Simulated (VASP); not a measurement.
MnS, 4 atoms in the cell. Symmetry: Fm-3m, No. 225, cubic system. Conventional cell: a = 5.086 Å, b = 5.086 Å, c = 5.086 Å, α = 90.00°, β = 90.00°, γ = 90.00°. Mn (site symmetry m-3m) has 6 S at 2.54 Å within 3.4 Å. S (site symmetry m-3m) has 6 Mn at 2.54 Å within 3.4 Å. 

| Property | Result |
| --- | --- |
| Program | VASP 6.6.1 |
| Task | single point |
| Functional | PBE |
| Potentials or basis | VASP PAW PBE potentials, release 64 (Mn_pv, S) |
| Cutoff | 520 eV |
| k mesh | 8 × 8 × 8 |
| Occupations | gaussian, width 0.05 eV |
| Spin | collinear spin, ferromagnetic start |
| Starting moments | [5.0, 5.0, 0.0, 0.0] μB |
| Dipole correction | no |
| Further INCAR settings | ALGO = Normal; EDIFF = 1e-06; NBANDS = 31 |

Potentials or basis: VASP PAW PBE potentials, release 64 (Mn_pv, S).

Launch:

```sh
$ cat potpaw_PBE.64/Mn_pv/POTCAR potpaw_PBE.64/S/POTCAR > POTCAR
$ mpirun -np 1 vasp_std > vasp.out
```

Hardware: 1 thread of Intel(R) Xeon(R) 6975P-C (Granite Rapids), with other jobs on the host.

Q: How long does it take, and how much memory?

A: Wall time 3.8 min on 1 thread of Intel(R) Xeon(R) 6975P-C (Granite Rapids), with other jobs on the host, peak memory 0.51 GiB. Counts: scf iterations 15, k points 65.
